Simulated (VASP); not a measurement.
# SnS2 (P-3m1) in VASP: further runs

SnS2 is run at these levels: PBE-based screened hybrid with 30 % exact exchange, PBE-based screened hybrid with 40 % exact exchange; tasks: single point.

All numbers are computed with VASP 6.6.1; they aren't measurements. Logs are shortened: lines on timing, memory, paths and dates and some standing lists are left out, and cuts for length are marked.

## (1) The cell of the first run

The structure is trigonal, space group P-3m1 (No. 164). The conventional cell has a = 3.661 Å, b = 3.661 Å, c = 5.962 Å, α = 90.00°, β = 90.00°, γ = 120.00°. Within 3.4 Å of Sn (site symmetry -3m) lie 6 S at 2.57 Å. S (site symmetry 3m) has 3 Sn at 2.57 Å within 3.4 Å.

## (2) Single point, PBE-based screened hybrid with 30 % exact exchange

POSCAR

```
SnS2
1.0
    3.6607548086      0.0000000000      0.0000000000
   -1.8303774043      3.1703066613      0.0000000000
    0.0000000000      0.0000000000      5.9617808839
Sn S
1 2
Direct
    0.0000000000      0.0000000000      0.0000000000
    0.3333333333      0.6666666667      0.2455905344
    0.6666666667      0.3333333333      0.7544094656
```

INCAR.step1

```
PREC     = Accurate       # precision mode
ENCUT    = 400            # plane-wave cutoff, eV
EDIFF    = 1E-5           # SCF threshold, eV
ISMEAR   = 0              # smearing method
SIGMA    = 0.01           # smearing width, eV
LREAL    = F              # projectors in reciprocal space
LASPH    = T              # aspherical terms in the spheres
NELM     = 120            # most SCF steps
ALGO     = Normal         # electronic algorithm
ISIF     = 2              # what is computed and relaxed
LWAVE    = T              # write WAVECAR
LCHARG   = F              # write CHGCAR
GGA      = PE             # functional
NBANDS   = 20             # bands
GGA_COMPAT= F
```

INCAR.step2

```
PREC     = Accurate       # precision mode
ENCUT    = 400            # plane-wave cutoff, eV
EDIFF    = 1E-6           # SCF threshold, eV
ISMEAR   = 0              # smearing method
SIGMA    = 0.01           # smearing width, eV
LREAL    = F              # projectors in reciprocal space
LASPH    = T              # aspherical terms in the spheres
NELM     = 120            # most SCF steps
ALGO     = Normal         # electronic algorithm
ISIF     = 2              # what is computed and relaxed
LWAVE    = F              # write WAVECAR
LCHARG   = F              # write CHGCAR
GGA      = PE             # functional
LHFCALC  = T              # exact exchange
AEXX     = 0.3            # exact-exchange fraction
HFSCREEN = 0.5            # screening, 1/A
PRECFOCK = Normal       
ISTART   = 1            
NBANDS   = 20             # bands
GGA_COMPAT= F
```

KPOINTS

```
regular mesh
0
Gamma
  6 6 2
```

Potentials or basis: VASP PAW PBE potentials, release 64 (Sn_d, S).

On the command line:

```sh
> cat potpaw_PBE.64/Sn_d/POTCAR potpaw_PBE.64/S/POTCAR > POTCAR
> cp INCAR.step1 INCAR
> mpirun -np 1 vasp_std > vasp.out
> cp INCAR.step2 INCAR
> mpirun -np 1 vasp_std > vasp.out
```

OUTCAR:

```text
PREC = Accurate
   ENCUT = 400
   EDIFF = 1E-6
   ISMEAR = 0
   LREAL = F
   LASPH = T
   NELM = 120
   ISIF = 2
   GGA = PE
   LHFCALC = T
   AEXX = 0.3
   HFSCREEN = 0.5
   PRECFOCK = Normal
   ISTART = 1

 ion  position               nearest neighbor table
   1  0.000  0.000  0.000-   2 2.57   3 2.57   3 2.57   2 2.57   3 2.57   2 2.57
   2  0.333  0.667  0.246-   1 2.57   1 2.57   1 2.57
   3  0.667  0.333  0.754-   1 2.57   1 2.57   1 2.57

  LATTYP: Found a hexagonal cell.
 ALAT       =     3.6607548086
 C/A-ratio  =     1.6285660187

  Lattice vectors:

 A1 = (   3.6607548086,   0.0000000000,   0.0000000000)
 A2 = (  -1.8303774043,   3.1703066613,   0.0000000000)
 A3 = (   0.0000000000,   0.0000000000,   5.9617808839)

Analysis of symmetry for initial positions (statically):
=====================================================================
 Subroutine PRICEL returns:
 Original cell was already a primitive cell.

 Routine SETGRP: Setting up the symmetry group for a
 hexagonal supercell.

 Subroutine GETGRP returns: Found 12 space group operations
 (whereof 12 operations were pure point group operations)
 out of a pool of 24 trial point group operations.

The static configuration has the point symmetry D_3d.

Analysis of symmetry for dynamics (positions and initial velocities):
=====================================================================
 Subroutine PRICEL returns:
 Original cell was already a primitive cell.

 Routine SETGRP: Setting up the symmetry group for a
 hexagonal supercell.

 Subroutine GETGRP returns: Found 12 space group operations
 (whereof 12 operations were pure point group operations)
 out of a pool of 24 trial point group operations.

The dynamic configuration has the point symmetry D_3d.

 Subroutine INISYM returns: Found 12 space group operations
 (whereof 12 operations are pure point group operations),
 and found     1 'primitive' translations

----------------------------------------------------------------------------------------

                                     Primitive cell

  volume of cell :      69.1907

  direct lattice vectors                    reciprocal lattice vectors
     3.660754809  0.000000000  0.000000000     0.273167708  0.157713450  0.000000000
    -1.830377404  3.170306661  0.000000000     0.000000000  0.315426899  0.000000000
     0.000000000  0.000000000  5.961780884     0.000000000  0.000000000  0.167735115

  length of vectors
     3.660754809  3.660754809  5.961780884     0.315426899  0.315426899  0.167735115

  position of ions in fractional coordinates (direct lattice)
     0.000000000  0.000000000  0.000000000
     0.333333333  0.666666667  0.245590534
     0.666666667  0.333333333  0.754409466

  ion indices of the primitive-cell ions
   primitive index   ion index
                 1           1
                 2           2
                 3           3

----------------------------------------------------------------------------------------

 KPOINTS: regular mesh

Automatic generation of k-mesh.
 Grid dimensions read from file:
 generate k-points for:    6    6    2

 Generating k-lattice:

  Cartesian coordinates                     Fractional coordinates (reciprocal lattice)
     0.045527951  0.026285575  0.000000000     0.166666667  0.000000000  0.000000000
     0.000000000  0.052571150  0.000000000     0.000000000  0.166666667  0.000000000
     0.000000000  0.000000000  0.083867557     0.000000000  0.000000000  0.500000000

  Length of vectors
     0.052571150  0.052571150  0.083867557

  Shift w.r.t. Gamma in fractional coordinates (k-lattice)
     0.000000000  0.000000000  0.000000000

 Subroutine IBZKPT returns following result:
 ===========================================

 Found     14 irreducible k-points:

 Following reciprocal coordinates:
            Coordinates               Weight
  0.000000  0.000000  0.000000      1.000000
  0.166667 -0.000000  0.000000      6.000000
  0.333333 -0.000000  0.000000      6.000000
  0.500000 -0.000000  0.000000      3.000000
  0.166667  0.166667  0.000000      6.000000
  0.333333  0.166667  0.000000     12.000000
  0.333333  0.333333  0.000000      2.000000
  0.000000  0.000000  0.500000      1.000000
  0.166667 -0.000000  0.500000      6.000000
  0.333333 -0.000000  0.500000      6.000000
  0.500000 -0.000000  0.500000      3.000000
  0.166667  0.166667  0.500000      6.000000
  0.333333  0.166667  0.500000     12.000000
  0.333333  0.333333  0.500000      2.000000
   k-points           NKPTS =     14   k-points in BZ     NKDIM =     72   number of bands    NBANDS=     20
   number of dos      NEDOS =    301   number of ions     NIONS =      3
   total plane-waves  NPLWV =  23040
   dimension x,y,z NGX =    24 NGY =   24 NGZ =   40
   dimension x,y,z NGXF=    48 NGYF=   48 NGZF=   80
   ions per type =               1   2
   NGX,Y,Z   is equivalent  to a cutoff of  10.90, 10.90, 11.15 a.u.
   NGXF,Y,Z  is equivalent  to a cutoff of  21.80, 21.80, 22.31 a.u.
 SYSTEM =  unknown system
   PREC   = accura    normal or accurate (medium, high low for compatibility)
   ISTART =      1    job   : 0-new  1-cont  2-samecut
   ICHARG =      0    charge: 1-file 2-atom 10-const
   ISPIN  =      1    spin polarized calculation?
   LNONCOLLINEAR =      F non collinear calculations
   LSORBIT =      F    spin-orbit coupling
   LASPH  =      T    aspherical Exc in radial PAW
   ENCUT  =  400.0 eV  29.40 Ry    5.42 a.u.   5.97  5.97  9.72*2*pi/ulx,y,z
   NELM   =    120;   NELMIN=  2; NELMDL=  0     # of ELM steps
   EDIFF  = 0.1E-05   stopping-criterion for ELM
   LREAL  =      F    real-space projection
   EDIFFG = 0.1E-04   stopping-criterion for IOM
   NSW    =      0    number of steps for IOM
   IBRION =     -1    ionic relax: 0-MD 1-quasi-New 2-CG
   NFREE  =      0    steps in history (QN), initial steepest desc. (CG)
   ISIF   =      2    stress and relaxation
   ISYM   =      3    0-nonsym 1-usesym 2-fastsym
   POTIM  = 0.5000    time-step for ionic-motion
   TEBEG  =    0.0;   TEEND  =   0.0 temperature during run
   PSTRESS=    0.0 pullay stress
   NELECT =      26.0000    total number of electrons
   NUPDOWN=      -1.0000    fix difference up-down
   EMIN   =  10.00;   EMAX   =-10.00  energy-range for DOS
   EFERMI =   0.00;   METHOD = LEGACY
   ISMEAR =     0;   SIGMA  =   0.01  broadening in eV -4-tet -1-fermi 0-gaus
   EFERMI_NEDOS =   21; number of points for ismear=-14 and -15
   IALGO  =     38    algorithm
   IMIX   =      1    mixing-type and parameters
     AMIX     =   0.40;   BMIX     =  1.00
     AMIX_MAG =   1.60;   BMIX_MAG =  1.00
  volume/ion in A,a.u.               =      23.06       155.64
  Fermi-wavevector in a.u.,A,eV,Ry     =   1.181363  2.232452 18.988538  1.395618
  Thomas-Fermi vector in A             =   2.317638
   LORBIT       =      0    0 simple, 1 ext, 2 COOP (PROOUT), +10 PAW based schemes
   GGA     = PE    functional components
   LHFCALC =     T    Hartree Fock is set to
   PRECFOCK=normal    Normal, Fast or Accurate (Low or Medium for compatibility)
   ENCUT4O =  -1.0   cutoff for four orbital integrals eV
   NKREDX  =     1    reduce k-point grid by
   NKREDY  =     1    reduce k-point grid by
   NKREDZ  =     1    reduce k-point grid by
   AEXX    =    0.3000 exact exchange contribution
   HFSCREEN=    0.5000 screening length (either q_TF or 0.3 A-1)
   HFSCREENC=   0.5000 screening length for correlation (either q_TF or 0.3 A-1)
   ENCUTFOCK=  -1.0 apply spherical cutoff to Coloumb kernel
   IVDW    =     0    specifies the selected vdW correction
   LEPSILON=     F    determine dielectric tensor
   LRPA    =     F    only Hartree local field effects (RPA)
 non-spin polarized calculation
 Gauss-broadening in eV      SIGMA  =   0.01
  energy-cutoff  :      400.00
  volume of cell :       69.19
 maximum number of plane-waves:      1272
 NGX is ok and might be reduce to    24
  NGX = 18; NGY = 18; NGZ = 30

 number of electron      26.0000001 magnetization

 Free energy of the ion-electron system (eV)
  ---------------------------------------------------
  ext. energy  EPLUGINS =         0.00000000
  ---------------------------------------------------
  free energy    TOTEN  =       -15.09563113 eV

  energy without entropy =      -15.09563113  energy(sigma->0) =      -15.09563113

 E-fermi :   4.0593     XC(G=0):  -8.0569

 val. band max:        4.0120318978   @ k =   0.0000   0.0000   0.0000
 cond. band min:       6.0442610126   @ k =   0.5000  -0.0000   0.5000
 fundamental gap:      2.0322291148
 Fermi energy:         4.0592607941

 k-point     1 :       0.0000    0.0000    0.0000
  band No.  band energies     occupation
      1     -18.8108      2.00000
      2     -18.8108      2.00000
      3     -18.7467      2.00000
      4     -18.7227      2.00000
      5     -18.7227      2.00000
      6     -10.8601      2.00000
[... 12 lines left out ...]
     19      14.2791      0.00000
     20      14.2791      0.00000

 k-point     2 :       0.1667   -0.0000    0.0000
  band No.  band energies     occupation
      1     -18.8311      2.00000
      2     -18.7995      2.00000
      3     -18.7377      2.00000
      4     -18.7273      2.00000
      5     -18.7178      2.00000
      6     -10.5325      2.00000
[... 12 lines left out ...]
     19      13.7765      0.00000
     20      14.5995      0.00000

 k-point     3 :       0.3333   -0.0000    0.0000
  band No.  band energies     occupation
      1     -18.8752      2.00000
      2     -18.7865      2.00000
      3     -18.7485      2.00000
      4     -18.7040      2.00000
      5     -18.6982      2.00000
      6      -9.6485      2.00000
[... 12 lines left out ...]
     19      14.1336      0.00000
     20      15.0825      0.00000

 k-point     4 :       0.5000   -0.0000    0.0000
  band No.  band energies     occupation
      1     -18.8978      2.00000
      2     -18.7841      2.00000
      3     -18.7553      2.00000
      4     -18.6904      2.00000
      5     -18.6840      2.00000
      6      -8.8679      2.00000
[... 12 lines left out ...]
     19      15.1716      0.00000
     20      15.7402      0.00000

 k-point     5 :       0.1667    0.1667    0.0000
  band No.  band energies     occupation
      1     -18.8544      2.00000
      2     -18.7977      2.00000
      3     -18.7358      2.00000
      4     -18.7255      2.00000
      5     -18.6996      2.00000
      6      -9.9188      2.00000
[... 12 lines left out ...]
     19      12.3855      0.00000
     20      15.4259      0.00000
[... 123 lines left out ...]
      6      -8.7765      2.00000
[... 12 lines left out ...]
     19      15.5982      0.00000
     20      16.3532      0.00000

 k-point    12 :       0.1667    0.1667    0.5000
  band No.  band energies     occupation
      1     -18.8546      2.00000
      2     -18.7977      2.00000
      3     -18.7359      2.00000
      4     -18.7254      2.00000
      5     -18.6995      2.00000
      6      -9.7727      2.00000
[... 12 lines left out ...]
     19      13.4172      0.00000
     20      14.5015      0.00000

 k-point    13 :       0.3333    0.1667    0.5000
  band No.  band energies     occupation
      1     -18.8765      2.00000
      2     -18.8022      2.00000
      3     -18.7418      2.00000
      4     -18.7044      2.00000
      5     -18.6880      2.00000
      6      -8.8545      2.00000
[... 12 lines left out ...]
     19      14.0347      0.00000
     20      14.9983      0.00000

 k-point    14 :       0.3333    0.3333    0.5000
  band No.  band energies     occupation
      1     -18.8426      2.00000
      2     -18.8426      2.00000
      3     -18.7160      2.00000
      4     -18.7160      2.00000
      5     -18.6966      2.00000
      6      -8.2674      2.00000
[... 12 lines left out ...]
     19      14.3121      0.00000
     20      14.3876      0.00000

------------------------ aborting loop because EDIFF is reached ----------------------------------------

  FORCE on cell =-STRESS in cart. coord.  units (eV):
  Direction    XX          YY          ZZ          XY          YZ          ZX
  --------------------------------------------------------------------------------------
  -------------------------------------------------------------------------------------
  Total        0.1632664      0.1632664      0.1056560     -0.0000000      0.0000000      0.0000000
  in kB        3.7805892      3.7805892      2.4465649     -0.0000000      0.0000000      0.0000000
  external PRESSURE =       3.3359144 kB  Pullay stress =       0.0000000 kB

 VOLUME and BASIS-vectors are now :
 -----------------------------------------------------------------------------
  energy-cutoff  :      400.00
  volume of cell :       69.19
      direct lattice vectors                 reciprocal lattice vectors
     3.660754809  0.000000000  0.000000000     0.273167708  0.157713450  0.000000000
    -1.830377404  3.170306661  0.000000000     0.000000000  0.315426899  0.000000000
     0.000000000  0.000000000  5.961780884     0.000000000  0.000000000  0.167735115

 POSITION                                       TOTAL-FORCE (eV/Angst)
 -----------------------------------------------------------------------------------
      0.00000      0.00000      0.00000         0.000000      0.000000      0.000000
     -0.00000      2.11354      1.46416        -0.000000      0.000000     -0.171180
      1.83038      1.05677      4.49762         0.000000     -0.000000      0.171180
 -----------------------------------------------------------------------------------
    total drift:                                0.000000      0.000000     -0.000001

  FREE ENERGIE OF THE ION-ELECTRON SYSTEM (eV)
  ---------------------------------------------------
  free  energy   TOTEN  =       -15.0956311280 eV

  energy  without entropy=      -15.0956311280  energy(sigma->0) =      -15.09563113
```

Wall time 12 min (1 thread of Intel Xeon Platinum 8488C (Sapphire Rapids), shared host); peak memory 0.27 GiB.

Results:

| Property | Result |
| --- | --- |
| Free energy | -15.0956 eV |
| Pressure | 0.3 GPa |
| Largest force | 0.171 eV/Å |
| Band gap on the k mesh | 2.03 eV (least direct gap 2.44 eV) |

Forces on the atoms (eV/Å):
```
Sn   0.000  0.000  0.000
S    0.000  0.000 -0.171
S    0.000  0.000  0.171
```

Stress tensor (GPa, compression positive):
```
0.38 0.00 0.00
0.00 0.38 0.00
0.00 0.00 0.24
```

Caveat: the k points lie up to 0.53 Å⁻¹ apart; the PAW data sets were made with another functional, which shifts forces and pressure a little; spin-orbit coupling is left out, which moves the levels of the heavy elements.

## (3) Single point, PBE-based screened hybrid with 40 % exact exchange

POSCAR is that of step 2.

INCAR.step1

```
SYSTEM = SnS2
PREC = Accurate
ENCUT = 400
EDIFF = 1E-5
ISMEAR = 0
SIGMA = 0.01
LREAL = .FALSE.
LASPH = .TRUE.
NELM = 120
ALGO = Normal
ISIF = 2
LWAVE = .TRUE.
LCHARG = .FALSE.
NBANDS = 20
GGA = PE
GGA_COMPAT = .FALSE.
```

INCAR.step2

```
SYSTEM = SnS2
PREC = Accurate
ENCUT = 400
EDIFF = 1E-6
ISMEAR = 0
SIGMA = 0.01
LREAL = .FALSE.
LASPH = .TRUE.
NELM = 120
ALGO = Normal
ISIF = 2
LWAVE = .FALSE.
LCHARG = .FALSE.
GGA = PE
LHFCALC = .TRUE.
AEXX = 0.4
HFSCREEN = 0.3
PRECFOCK = Normal
NBANDS = 20
ISTART = 1
GGA_COMPAT = .FALSE.
```

KPOINTS

```
regular mesh
0
G
  6 6 2
  0 0 0
```

Potentials or basis: VASP PAW PBE potentials, release 64 (Sn_d, S).

On the command line:

```sh
> cat potpaw_PBE.64/Sn_d/POTCAR potpaw_PBE.64/S/POTCAR > POTCAR
> cp INCAR.step1 INCAR
> mpirun -np 1 vasp_std > vasp.out
> cp INCAR.step2 INCAR
> mpirun -np 1 vasp_std > vasp.out
```

Run time: 14 min. Hardware: 1 thread of Intel Xeon Platinum 8488C (Sapphire Rapids), shared host; peak memory 0.27 GiB.

The run converged. Its results:

| Property | Result |
| --- | --- |
| Free energy | -17.1873 eV |
| Pressure | -1.7 GPa |
| Largest force | 0.474 eV/Å |
| Band gap on the k mesh | 2.67 eV (least direct gap 3.02 eV) |

Forces on the atoms (eV/Å):
```
Sn   0.000  0.000  0.000
S    0.000  0.000 -0.474
S    0.000  0.000  0.474
```

Stress tensor (GPa, compression positive):
```
-1.66  0.00  0.00
 0.00 -1.66  0.00
 0.00  0.00 -1.77
```

Levels at points of the mesh, in eV from the valence-band top:
```
           k point  band 11  band 12  band 13  band 14  band 15  band 16
(0.00, 0.00, 0.00)    -0.25    -0.25     0.00     3.27     4.95     6.92
(0.50, 0.00, 0.00)    -2.72    -0.92    -0.19     2.82     5.89     7.34
(0.00, 0.00, 0.50)    -0.68    -0.13    -0.13     4.40     5.03     6.67
(0.50, 0.00, 0.50)    -1.95    -0.70    -0.52     2.67     6.10     7.07
```

Caveat: the k points lie up to 0.53 Å⁻¹ apart; the PAW data sets were made with another functional, which shifts forces and pressure a little; spin-orbit coupling is left out, which moves the levels of the heavy elements.
